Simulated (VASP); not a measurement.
# Sn (Immm) in VASP: settings compared

Sn is run at these levels: PBE0, PBE, HSE06; tasks: single point.

Everything below comes from runs of VASP 6.6.1. Logs are shortened: lines on timing, memory, paths and dates and some standing lists are left out, and cuts for length are marked.

## (1) The cell of the first run

The structure is orthorhombic, space group Immm (No. 71). Conventional cell: a = 3.476 Å, b = 3.575 Å, c = 4.708 Å, α = 90.00°, β = 90.00°, γ = 90.00°. Within 4.5 Å of Sn (site symmetry mmm) lie 12 Sn at 3.43 to 3.57 Å.

## (2) Single point, PBE0

Contents of POSCAR:

```
Sn
1.0
   -1.7379733663      1.7873059321      2.3538281599
    1.7379733663     -1.7873059321      2.3538281599
    1.7379733663      1.7873059321     -2.3538281599
Sn
1
Direct
    0.0000000000      0.0000000000      0.0000000000
```

Contents of INCAR.step1:

```
SYSTEM = Sn
PREC = Accurate
ENCUT = 520
EDIFF = 1E-5
ISMEAR = -1
SIGMA = 0.05
LREAL = .FALSE.
LASPH = .TRUE.
NELM = 100
ALGO = Normal
ISIF = 2
LWAVE = .TRUE.
LCHARG = .FALSE.
GGA = PE
NBANDS = 13
```

Contents of INCAR.step2:

```
SYSTEM = Sn
PREC = Accurate
ENCUT = 520
EDIFF = 1E-6
ISMEAR = -1
SIGMA = 0.05
LREAL = .FALSE.
LASPH = .TRUE.
NELM = 100
ALGO = Normal
ISIF = 2
LWAVE = .FALSE.
LCHARG = .FALSE.
GGA = PE
LHFCALC = .TRUE.
AEXX = 0.25
PRECFOCK = Normal
ISTART = 1
NBANDS = 13
```

Contents of KPOINTS:

```
Automatic mesh
0
G
  6 6 6
  0 0 0
```

Potentials or basis: VASP PAW PBE potentials, release 64 (Sn_d).

Started as:

```console
> cat potpaw_PBE.64/Sn_d/POTCAR > POTCAR
> cp INCAR.step1 INCAR
> mpirun -np 1 vasp_std > vasp.out
> cp INCAR.step2 INCAR
> mpirun -np 1 vasp_std > vasp.out
```

OUTCAR:

```text
SYSTEM = Sn
   PREC = Accurate
   ENCUT = 520
   EDIFF = 1E-6
   ISMEAR = -1
   LREAL = .FALSE.
   LASPH = .TRUE.
   NELM = 100
   ISIF = 2
   GGA = PE
   LHFCALC = .TRUE.
   AEXX = 0.25
   PRECFOCK = Normal
   ISTART = 1

 ion  position               nearest neighbor table
   1  0.000  0.000  0.000-

  LATTYP: Found a body centered orthorhombic cell.
 ALAT       =     3.4759467326
 B/A-ratio  =     1.0283851104
 C/A-ratio  =     1.3543522620

  Lattice vectors:

 A1 = (  -1.7379733663,   1.7873059321,   2.3538281599)
 A2 = (   1.7379733663,  -1.7873059321,   2.3538281599)
 A3 = (   1.7379733663,   1.7873059321,  -2.3538281599)

Analysis of symmetry for initial positions (statically):
=====================================================================
 Subroutine PRICEL returns:
 Original cell was already a primitive cell.

 Routine SETGRP: Setting up the symmetry group for a
 body centered orthorhombic supercell.

 Subroutine GETGRP returns: Found  8 space group operations
 (whereof  8 operations were pure point group operations)
 out of a pool of  8 trial point group operations.

The static configuration has the point symmetry D_2h.

Analysis of symmetry for dynamics (positions and initial velocities):
=====================================================================
 Subroutine PRICEL returns:
 Original cell was already a primitive cell.

 Routine SETGRP: Setting up the symmetry group for a
 body centered orthorhombic supercell.

 Subroutine GETGRP returns: Found  8 space group operations
 (whereof  8 operations were pure point group operations)
 out of a pool of  8 trial point group operations.

The dynamic configuration has the point symmetry D_2h.

 Subroutine INISYM returns: Found  8 space group operations
 (whereof  8 operations are pure point group operations),
 and found     1 'primitive' translations

----------------------------------------------------------------------------------------

                                     Primitive cell

  volume of cell :      29.2467

  direct lattice vectors                    reciprocal lattice vectors
    -1.737973366  1.787305932  2.353828160     0.000000000  0.279750652  0.212419924
     1.737973366 -1.787305932  2.353828160     0.287691405  0.000000000  0.212419924
     1.737973366  1.787305932 -2.353828160     0.287691405  0.279750652  0.000000000

  length of vectors
     3.428632515  3.428632515  3.428632515     0.351258668  0.357615113  0.401281412

  position of ions in fractional coordinates (direct lattice)
     0.000000000  0.000000000  0.000000000

  ion indices of the primitive-cell ions
   primitive index   ion index
                 1           1

----------------------------------------------------------------------------------------

 KPOINTS: Automatic mesh

Automatic generation of k-mesh.
 Grid dimensions read from file:
 generate k-points for:    6    6    6

 Generating k-lattice:

  Cartesian coordinates                     Fractional coordinates (reciprocal lattice)
     0.000000000  0.046625109  0.035403321     0.166666667  0.000000000 -0.000000000
     0.047948568  0.000000000  0.035403321     0.000000000  0.166666667 -0.000000000
     0.047948568  0.046625109  0.000000000    -0.000000000  0.000000000  0.166666667

  Length of vectors
     0.058543111  0.059602519  0.066880235

  Shift w.r.t. Gamma in fractional coordinates (k-lattice)
     0.000000000  0.000000000  0.000000000

 Subroutine IBZKPT returns following result:
 ===========================================

 Found     46 irreducible k-points:

 Following reciprocal coordinates:
            Coordinates               Weight
  0.000000  0.000000  0.000000      1.000000
  0.166667 -0.000000  0.000000      4.000000
  0.333333 -0.000000  0.000000      4.000000
  0.500000 -0.000000  0.000000      2.000000
  0.000000  0.166667 -0.000000      4.000000
  0.166667  0.166667  0.000000      8.000000
[... 16 lines left out ...]
 -0.166667  0.166667  0.166667      2.000000
  0.166667  0.333333  0.166667      4.000000
 [... further k-points ...]
   k-points           NKPTS =     46   k-points in BZ     NKDIM =    216   number of bands    NBANDS=     13
   number of dos      NEDOS =    301   number of ions     NIONS =      1
   total plane-waves  NPLWV =  21952
   dimension x,y,z NGX =    28 NGY =   28 NGZ =   28
   dimension x,y,z NGXF=    56 NGYF=   56 NGZF=   56
   ions per type =               1
   NGX,Y,Z   is equivalent  to a cutoff of  13.58, 13.58, 13.58 a.u.
   NGXF,Y,Z  is equivalent  to a cutoff of  27.15, 27.15, 27.15 a.u.
 SYSTEM =  Sn
   PREC   = accura    normal or accurate (medium, high low for compatibility)
   ISTART =      1    job   : 0-new  1-cont  2-samecut
   ICHARG =      0    charge: 1-file 2-atom 10-const
   ISPIN  =      1    spin polarized calculation?
   LNONCOLLINEAR =      F non collinear calculations
   LSORBIT =      F    spin-orbit coupling
   LASPH  =      T    aspherical Exc in radial PAW
   ENCUT  =  520.0 eV  38.22 Ry    6.18 a.u.   6.37  6.37  6.37*2*pi/ulx,y,z
   NELM   =    100;   NELMIN=  2; NELMDL=  0     # of ELM steps
   EDIFF  = 0.1E-05   stopping-criterion for ELM
   LREAL  =      F    real-space projection
   EDIFFG = 0.1E-04   stopping-criterion for IOM
   NSW    =      0    number of steps for IOM
   IBRION =     -1    ionic relax: 0-MD 1-quasi-New 2-CG
   NFREE  =      0    steps in history (QN), initial steepest desc. (CG)
   ISIF   =      2    stress and relaxation
   ISYM   =      3    0-nonsym 1-usesym 2-fastsym
   POTIM  = 0.5000    time-step for ionic-motion
   TEBEG  =    0.0;   TEEND  =   0.0 temperature during run
   PSTRESS=    0.0 pullay stress
   NELECT =      14.0000    total number of electrons
   NUPDOWN=      -1.0000    fix difference up-down
   EMIN   =  10.00;   EMAX   =-10.00  energy-range for DOS
   EFERMI =   0.00;   METHOD = LEGACY
   ISMEAR =    -1;   SIGMA  =   0.05  broadening in eV -4-tet -1-fermi 0-gaus
   EFERMI_NEDOS =   21; number of points for ismear=-14 and -15
   IALGO  =     38    algorithm
   IMIX   =      1    mixing-type and parameters
     AMIX     =   0.40;   BMIX     =  1.00
     AMIX_MAG =   1.60;   BMIX_MAG =  1.00
  volume/ion in A,a.u.               =      29.25       197.37
  Fermi-wavevector in a.u.,A,eV,Ry     =   1.280635  2.420049 22.313897  1.640025
  Thomas-Fermi vector in A             =   2.413051
   LORBIT       =      0    0 simple, 1 ext, 2 COOP (PROOUT), +10 PAW based schemes
   GGA     = PE    functional components
   LHFCALC =     T    Hartree Fock is set to
   PRECFOCK=normal    Normal, Fast or Accurate (Low or Medium for compatibility)
   ENCUT4O =  -1.0   cutoff for four orbital integrals eV
   NKREDX  =     1    reduce k-point grid by
   NKREDY  =     1    reduce k-point grid by
   NKREDZ  =     1    reduce k-point grid by
   AEXX    =    0.2500 exact exchange contribution
   HFSCREEN=    0.0000 screening length (either q_TF or 0.3 A-1)
   HFSCREENC=   0.0000 screening length for correlation (either q_TF or 0.3 A-1)
   ENCUTFOCK=  -1.0 apply spherical cutoff to Coloumb kernel
   IVDW    =     0    specifies the selected vdW correction
   LEPSILON=     F    determine dielectric tensor
   LRPA    =     F    only Hartree local field effects (RPA)
 non-spin polarized calculation
  energy-cutoff  :      520.00
  volume of cell :       29.25
 maximum number of plane-waves:       805
 NGX is ok and might be reduce to    28
  NGX = 20; NGY = 20; NGZ = 20

 number of electron      13.9999999 magnetization

 Free energy of the ion-electron system (eV)
  ---------------------------------------------------
  ext. energy  EPLUGINS =         0.00000000
  ---------------------------------------------------
  free energy    TOTEN  =        -4.69865384 eV

  energy without entropy =       -4.69601372  energy(sigma->0) =       -4.69733378

 E-fermi :   7.3638     XC(G=0):  -7.9203

 val. band max:        7.3369236852   @ k =   0.5000   0.3333   0.0000
 cond. band min:       7.7268599484   @ k =   0.3333   0.3333   0.1667
 fundamental gap:      0.3899362632
 Fermi energy:         7.3638336406

 k-point     1 :       0.0000    0.0000    0.0000
  band No.  band energies     occupation
      1     -17.0427      2.00000
      2     -17.0314      2.00000
      3     -17.0097      2.00000
      4     -16.9810      2.00000
      5     -16.9476      2.00000
      6      -5.1659      2.00000
      7      15.3264      0.00000
      8      15.4760      0.00000
      9      15.9145      0.00000
     10      18.9463      0.00000
     11      19.3553      0.00000
     12      19.8757      0.00000
     13      20.0570      0.00000

 k-point     2 :       0.1667   -0.0000    0.0000
  band No.  band energies     occupation
      1     -17.0332      2.00000
      2     -17.0195      2.00000
      3     -17.0072      2.00000
      4     -16.9711      2.00000
      5     -16.9478      2.00000
      6      -4.5754      2.00000
      7      11.1440      0.00000
      8      14.9850      0.00000
      9      15.0176      0.00000
     10      17.9352      0.00000
     11      20.4563      0.00000
     12      20.5584      0.00000
     13      21.3583      0.00000

 k-point     3 :       0.3333   -0.0000    0.0000
  band No.  band energies     occupation
      1     -17.0278      2.00000
      2     -17.0241      2.00000
      3     -17.0090      2.00000
      4     -16.9293      2.00000
      5     -16.9224      2.00000
      6      -2.8219      2.00000
      7       5.2995      2.00000
      8      13.8732      0.00000
      9      14.4250      0.00000
     10      17.6748      0.00000
     11      18.9977      0.00000
     12      19.0341      0.00000
     13      20.4819      0.00000
[... 305 lines left out ...]
 k-point    23 :      -0.1667    0.1667    0.1667
  band No.  band energies     occupation
      1     -17.0248      2.00000
      2     -16.9995      2.00000
      3     -16.9884      2.00000
      4     -16.9868      2.00000
      5     -16.9307      2.00000
      6      -3.5650      2.00000
      7      10.0277      0.00000
      8      10.8295      0.00000
      9      14.4713      0.00000
     10      17.7681      0.00000
     11      19.0163      0.00000
     12      19.7489      0.00000
     13      20.4188      0.00000

 k-point    24 :       0.1667    0.3333    0.1667
  band No.  band energies     occupation
      1     -17.0303      2.00000
      2     -17.0045      2.00000
      3     -16.9561      2.00000
      4     -16.9508      2.00000
      5     -16.9066      2.00000
      6       0.7450      2.00000
      7       3.6401      2.00000
      8       6.8239      1.99996
      9       9.1615      0.00000
     10      18.4662      0.00000
     11      20.4254      0.00000
     12      23.1761      0.00000
     13      23.7253      0.00000

 [... further k-points ...]

------------------------ aborting loop because EDIFF is reached ----------------------------------------

  FORCE on cell =-STRESS in cart. coord.  units (eV):
  Direction    XX          YY          ZZ          XY          YZ          ZX
  --------------------------------------------------------------------------------------
  -------------------------------------------------------------------------------------
  Total       -0.6522047      0.0693406     -0.6286287      0.0000000      0.0000000      0.0000000
  in kB      -35.7287433      3.7985827    -34.4372152      0.0000000      0.0000000      0.0000000
  external PRESSURE =     -22.1224586 kB  Pullay stress =       0.0000000 kB

 VOLUME and BASIS-vectors are now :
 -----------------------------------------------------------------------------
  energy-cutoff  :      520.00
  volume of cell :       29.25
      direct lattice vectors                 reciprocal lattice vectors
    -1.737973366  1.787305932  2.353828160     0.000000000  0.279750652  0.212419924
     1.737973366 -1.787305932  2.353828160     0.287691405  0.000000000  0.212419924
     1.737973366  1.787305932 -2.353828160     0.287691405  0.279750652  0.000000000

 POSITION                                       TOTAL-FORCE (eV/Angst)
 -----------------------------------------------------------------------------------
      0.00000      0.00000      0.00000         0.000000      0.000000      0.000000
 -----------------------------------------------------------------------------------
    total drift:                               -0.000000      0.000000     -0.000000

  FREE ENERGIE OF THE ION-ELECTRON SYSTEM (eV)
  ---------------------------------------------------
  free  energy   TOTEN  =        -4.6986538442 eV

  energy  without entropy=       -4.6960137226  energy(sigma->0) =       -4.69733378
```

It took 39 min on 1 thread of Intel Xeon Platinum 8488C (Sapphire Rapids), shared host; peak memory 0.18 GiB.

What came out:

```
Free energy            : -4.6987 eV
Pressure               : -2.2 GPa
Band gap on the k mesh : zero (bands 7 and 8 overlap by 10.54 eV)
```

Stress tensor (GPa, compression positive):
```
-3.57  0.00  0.00
 0.00  0.38  0.00
 0.00  0.00 -3.44
```

Caveat: the k points lie up to 0.37 Å⁻¹ apart, too coarse for converged energies and pressures of a metal; the PAW data sets were made with another functional, which shifts forces and pressure a little; spin-orbit coupling is left out, which moves the levels of the heavy elements.

## (3) Single point, PBE

This run uses another cell than the first one, of 29.82 Å³/atom.

Contents of INCAR:

```
SYSTEM = Sn
ALGO = Normal ; EDIFF = 1E-6
ENCUT = 500 ; GGA = PE
GGA_COMPAT = .False. ; ISIF = 2
ISMEAR = -1 ; LASPH = .True.
LCHARG = .False. ; LREAL = .False.
LWAVE = .False. ; NBANDS = 13
NELM = 120 ; PREC = Accurate
SIGMA = 0.05
```

Contents of KPOINTS:

```
k-points
0
Gamma
  11 11 11
  0 0 0
```

Contents of POSCAR:

```
Sn
1.0
   -1.7492592239      1.7989121400      2.3691131866
    1.7492592239     -1.7989121400      2.3691131866
    1.7492592239      1.7989121400     -2.3691131866
Sn
1
Direct
    0.0000000000      0.0000000000      0.0000000000
```

Potentials or basis: VASP PAW PBE potentials, release 64 (Sn_d).

Started as:

```console
> cat potpaw_PBE.64/Sn_d/POTCAR > POTCAR
> mpirun -np 1 vasp_std > vasp.out
```

Run time: 96 s. Hardware: 1 thread of Intel Xeon 8259CL, shared host; peak memory 0.21 GiB.

Results (log left out):

```yaml
Free_energy: -3.7749 eV
Pressure: -2.6 GPa
Band_gap_on_the_k_mesh: zero (bands 7 and 8 overlap by 8.40 eV)
```

Stress tensor (GPa, compression positive):
```
-2.06  0.00  0.00
 0.00 -3.62  0.00
 0.00  0.00 -2.21
```

Levels at points of the mesh, in eV from the Fermi level:
| k point | band 4 | band 5 | band 6 | band 7 | band 8 | band 9 | band 10 | band 11 |
| --- | --- | --- | --- | --- | --- | --- | --- | --- |
| (0.00, 0.00, 0.00) | -21.51 | -21.47 | -10.51 | 6.72 | 6.86 | 7.24 | 10.55 | 10.89 |

Caveat: spin-orbit coupling is left out, which moves the levels of the heavy elements.

## (4) Single point, HSE06

This run uses another cell than the first one, of 26.95 Å³/atom.

Contents of POSCAR:

```
Sn
1.0
   -1.6912936206      1.7393011766      2.2906073406
    1.6912936206     -1.7393011766      2.2906073406
    1.6912936206      1.7393011766     -2.2906073406
Sn
1
Direct
    0.0000000000      0.0000000000      0.0000000000
```

Contents of INCAR.step1:

```
PREC     = Accurate       # precision mode
ENCUT    = 520            # plane-wave cutoff, eV
EDIFF    = 1E-5           # SCF threshold, eV
ISMEAR   = -1             # smearing method
SIGMA    = 0.05           # smearing width, eV
LREAL    = False          # projectors in reciprocal space
LASPH    = True           # aspherical terms in the spheres
NELM     = 100            # most SCF steps
ALGO     = Normal         # electronic algorithm
ISIF     = 2              # what is computed and relaxed
LWAVE    = True           # write WAVECAR
LCHARG   = False          # write CHGCAR
NBANDS   = 13             # bands
GGA      = PE             # functional
```

Contents of INCAR.step2:

```
PREC     = Accurate       # precision mode
ENCUT    = 520            # plane-wave cutoff, eV
EDIFF    = 1E-6           # SCF threshold, eV
ISMEAR   = -1             # smearing method
SIGMA    = 0.05           # smearing width, eV
LREAL    = False          # projectors in reciprocal space
LASPH    = True           # aspherical terms in the spheres
NELM     = 100            # most SCF steps
ALGO     = Normal         # electronic algorithm
ISIF     = 2              # what is computed and relaxed
LWAVE    = False          # write WAVECAR
LCHARG   = False          # write CHGCAR
GGA      = PE             # functional
LHFCALC  = True           # exact exchange
HFSCREEN = 0.2079         # screening, 1/A
PRECFOCK = Normal       
NBANDS   = 13             # bands
ISTART   = 1
```

Contents of KPOINTS:

```
regular mesh
0
Gamma
  6 6 6
```

Started as:

```console
> cat potpaw_PBE.64/Sn_d/POTCAR > POTCAR
> cp INCAR.step1 INCAR
> mpirun -np 1 vasp_std > vasp.out
> cp INCAR.step2 INCAR
> mpirun -np 1 vasp_std > vasp.out
```

Run time: 55 min. Hardware: 1 thread of Intel Xeon 8259CL, shared host; peak memory 0.27 GiB.

The run converged. Its results:

```
Free energy            : -4.2287 eV
Pressure               : 1.4 GPa
Band gap on the k mesh : zero (bands 7 and 8 overlap by 10.69 eV)
```

Stress tensor (GPa, compression positive):
```
-0.93  0.00  0.00
 0.00  5.07  0.00
 0.00  0.00  0.17
```

Levels at points of the mesh, in eV from the Fermi level:
```tsv
k point	band 3	band 4	band 5	band 6	band 7	band 8	band 9	band 10	band 11	band 12
(0.00, 0.00, 0.00)	-24.00	-23.96	-23.91	-12.72	8.24	8.39	8.89	11.35	12.11	12.65
(0.50, 0.00, 0.00)	-24.00	-23.87	-23.85	-7.86	-5.49	6.16	7.01	10.78	10.79	11.06
(0.00, 0.50, 0.00)	-23.99	-23.86	-23.85	-7.54	-5.39	5.64	6.63	10.23	10.44	10.75
(0.50, 0.50, 0.00)	-23.87	-23.85	-23.82	-5.82	-4.49	2.33	2.78	6.07	6.29	20.67
(0.50, 0.50, 0.50)	-23.87	-23.83	-23.83	-4.81	-3.87	1.33	2.14	4.98	5.84	20.63
```

Caveat: the k points lie up to 0.38 Å⁻¹ apart, too coarse for converged energies and pressures of a metal; the PAW data sets were made with another functional, which shifts forces and pressure a little; spin-orbit coupling is left out, which moves the levels of the heavy elements.

## (5) Overview

| level | cell | k mesh | cutoff (eV) | grid for exact exchange (PRECFOCK) | share of exact exchange | screening parameter | gap on the mesh (eV) | pressure (GPa) |
| --- | --- | --- | --- | --- | --- | --- | --- | --- |
| PBE0 | a = 3.429 Å, angles 119.1, 117.2, 93.3°, 1 atom | 6 × 6 × 6 | 520 | Normal | 0.25 | - | none | -2.2 |
| PBE | a = 3.451 Å, angles 119.1, 117.2, 93.3°, 1 atom | 11 × 11 × 11 | 500 | - | - | - | none | -2.6 |
| HSE06 | a = 3.337 Å, angles 119.1, 117.2, 93.3°, 1 atom | 6 × 6 × 6 | 520 | Normal | 0.25 | 0.2079 1/Å | none | 1.4 |

Alike in all rows: task single point; potentials or basis VASP PAW PBE potentials, release 64 (Sn_d); no spin polarisation; smearing fermi-dirac 0.05 eV.

Caveats: some runs use coarse meshes; spin-orbit coupling is left out, which moves the levels of the heavy elements; the PAW data sets were made with another functional, which shifts forces and pressure a little (at least some runs).

Absolute energies hang on the potentials; compare differences alone.

The gap in the log of VASP goes by the Fermi energy; the results here count the filled bands.